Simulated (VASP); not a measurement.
Input of a VASP 6.6.1 run:

File POSCAR:

```
TiRe3
1.0
    3.9153533950      0.0000000000      0.0000000000
    0.0000000000      3.9153533950      0.0000000000
    0.0000000000      0.0000000000      3.9153533950
Ti Re
1 3
Direct
    0.0000000000      0.0000000000      0.0000000000
    0.0000000000      0.5000000000      0.5000000000
    0.5000000000      0.0000000000      0.5000000000
    0.5000000000      0.5000000000      0.0000000000
```

The input INCAR.step1:

```
SYSTEM = TiRe3
  PREC = Accurate
  ENCUT = 520
  ISMEAR = 0
  SIGMA = 0.1
  LREAL = .FALSE.
  LASPH = .TRUE.
  NELM = 100
  NBANDS = 24
  GGA = PE
  ALGO = Normal
  EDIFF = 1E-4
  LWAVE = .TRUE.
  LCHARG = .FALSE.
```

Contents of INCAR.step2:

```
SYSTEM = TiRe3
  PREC = Accurate
  ENCUT = 520
  EDIFF = 1E-7
  ISMEAR = 0
  SIGMA = 0.1
  LREAL = .FALSE.
  LASPH = .TRUE.
  NELM = 100
  ALGO = Normal
  ISIF = 2
  LWAVE = .FALSE.
  LCHARG = .FALSE.
  METAGGA = R2SCAN
  LMIXTAU = .TRUE.
  NBANDS = 24
  ISTART = 1
```

KPOINTS

```
regular mesh
0
G
  12 12 12
  0 0 0
```

Potentials or basis: VASP PAW PBE potentials, release 64 (Ti_sv, Re).

Command:

```sh
$ cat potpaw_PBE.64/Ti_sv/POTCAR potpaw_PBE.64/Re/POTCAR > POTCAR
$ cp INCAR.step1 INCAR
$ mpirun -np 1 vasp_std > vasp.out
$ cp INCAR.step2 INCAR
$ mpirun -np 1 vasp_std > vasp.out
```

(1) What does it give for the pressure?

(2) Estimate the band gap on the k mesh.

## Answers

(1) 0.3 GPa.

(2) zero (an odd number of electrons rules out a gap without spin polarisation).

Caveat: the PAW data sets were made with another functional, which shifts forces and pressure a little; spin-orbit coupling is left out, which moves the levels of the heavy elements.
